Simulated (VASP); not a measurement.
Wanted: the native input for a VASP 6.6.1 run.

```
Task                   : single point
Functional             : r2SCAN
Potentials or basis    : VASP PAW PBE potentials, release 64 (Sc_sv)
Cutoff                 : 520 eV
k mesh                 : 13 × 13 × 13
Occupations            : fermi-dirac, width 0.1 eV
Spin                   : no spin polarisation
Dipole correction      : no
Further INCAR settings : ALGO = Normal; EDIFF = 1e-06; NBANDS = 12
```

Crystal: Sc.

```
Sc
1.0
     0.00000    2.38697    2.38697
     2.38697    0.00000    2.38697
     2.38697    2.38697    0.00000
Sc
1
Direct
  0.00000 0.00000 0.00000
```

This isn't the form of Sc at room conditions, which is hcp.

These files were run (other wordings do the same):

POSCAR

```
Sc
1.0
    0.0000000000      2.3869749031      2.3869749031
    2.3869749031      0.0000000000      2.3869749031
    2.3869749031      2.3869749031      0.0000000000
Sc
1
Direct
    0.0000000000      0.0000000000      0.0000000000
```

INCAR.step1

```
SYSTEM = Sc
PREC     = Accurate       ! precision mode
ENCUT    = 520            ! plane-wave cutoff, eV
ISMEAR   = -1             ! smearing method
SIGMA    = 0.1            ! smearing width, eV
LREAL    = .FALSE.        ! projectors in reciprocal space
LASPH    = .TRUE.         ! aspherical terms in the spheres
NELM     = 60             ! most SCF steps
NBANDS   = 12             ! bands
GGA      = PE             ! functional
ALGO     = Normal         ! electronic algorithm
EDIFF    = 1E-4           ! SCF threshold, eV
LWAVE    = .TRUE.         ! write WAVECAR
LCHARG   = .FALSE.        ! write CHGCAR
```

INCAR.step2

```
SYSTEM = Sc
PREC     = Accurate       ! precision mode
ENCUT    = 520            ! plane-wave cutoff, eV
EDIFF    = 1E-6           ! SCF threshold, eV
ISMEAR   = -1             ! smearing method
SIGMA    = 0.1            ! smearing width, eV
LREAL    = .FALSE.        ! projectors in reciprocal space
LASPH    = .TRUE.         ! aspherical terms in the spheres
NELM     = 60             ! most SCF steps
ALGO     = Normal         ! electronic algorithm
ISIF     = 2              ! what is computed and relaxed
LWAVE    = .FALSE.        ! write WAVECAR
LCHARG   = .FALSE.        ! write CHGCAR
METAGGA  = R2SCAN         ! meta-GGA
LMIXTAU  = .TRUE.       
NBANDS   = 12             ! bands
ISTART   = 1
```

KPOINTS

```
regular mesh
0
G
  13 13 13
  0 0 0
```

Potentials or basis: VASP PAW PBE potentials, release 64 (Sc_sv).

The run is started by

```bash
$ cat potpaw_PBE.64/Sc_sv/POTCAR > POTCAR
$ cp INCAR.step1 INCAR
$ mpirun -np 1 vasp_std > vasp.out
$ cp INCAR.step2 INCAR
$ mpirun -np 1 vasp_std > vasp.out
```

Results of the run:

```json
{
 "Pressure": "-3.5 GPa",
 "Band gap on the k mesh": "zero (an odd number of electrons rules out a gap without spin polarisation)"
}
```

Caveat: the cell stands under tension; the PAW data sets were made with another functional, which shifts forces and pressure a little.

It took 60 s on 1 thread of Intel(R) Xeon(R) 6975P-C (Granite Rapids) (shared host), peak memory 0.17 GiB.
